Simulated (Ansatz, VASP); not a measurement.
SrMg in VASP and in Ansatz

The input INCAR:

```
PREC = Accurate ; ENCUT = 520
EDIFF = 1E-7 ; ISMEAR = 0
SIGMA = 0.15 ; LREAL = F
LASPH = T ; NELM = 80
ALGO = Fast ; ISIF = 2
LWAVE = F ; LCHARG = F
GGA = CA ; NBANDS = 13
```

File KPOINTS:

```
Automatic mesh
0
Gamma
  12 12 12
```

File POSCAR:

```
SrMg
1.0
    4.0170000000      0.0000000000      0.0000000000
    0.0000000000      4.0170000000      0.0000000000
    0.0000000000      0.0000000000      3.7830000000
Sr Mg
1 1
Direct
    0.5000000000      0.5000000000      0.5000000000
    0.0000000000      0.0000000000      0.0000000000
```

Input for Ansatz:

```yaml
crystal:
  lattice:
    - [4.017, 0.0, 0.0]
    - [0.0, 4.017, 0.0]
    - [0.0, 0.0, 3.783]
  atoms:
    - { symbol: Sr, position: [0.5, 0.5, 0.5] }
    - { symbol: Mg, position: [0.0, 0.0, 0.0] }
basis:
  ecutwfc: 420
kpoints:
  mp_grid: { grid: [12, 12, 12] }
hamiltonian:
  xc: lda
scf:
  occupations: { method: gaussian, width: 0.15 }
output:
  forces: true
  stress: true
  eigenvalues: true
```

Change from the starting cell: strain +0.030 along x and y, -0.030 along z, atoms carried along.

Alike in both runs: task single point; functional LDA; k mesh 12 × 12 × 12; occupations gaussian, width 0.15 eV; no spin polarisation.

|  | VASP | Ansatz |
| --- | --- | --- |
| version | VASP 6.6.1 | Ansatz 0.2.0 |
| potentials or method | VASP PAW LDA potentials, release 64 (Sr_sv, Mg), cutoff 520 eV | scalar-relativistic, plane waves, PAW |
| valence electrons in the cell | 12 | 20 |

|  | VASP | Ansatz | Ansatz less VASP |
| --- | --- | --- | --- |
| gap on the k mesh at the Fermi level (eV) | none | none | - |
| pressure (GPa) | 2.3 | 2.5 | +0.16 |
| traceless stress, the component that is largest in VASP (GPa) | 0.60 | 0.58 | -0.014 |

LDA's correlation is that of Perdew and Zunger in VASP and of Perdew and Wang (1992) in Ansatz. A gap of «none» marks a metal or a gap that the smearing closes. VASP's potentials hold 12 valence electrons a cell and Ansatz's 20, so a difference there can come from the potentials and not from the codes.
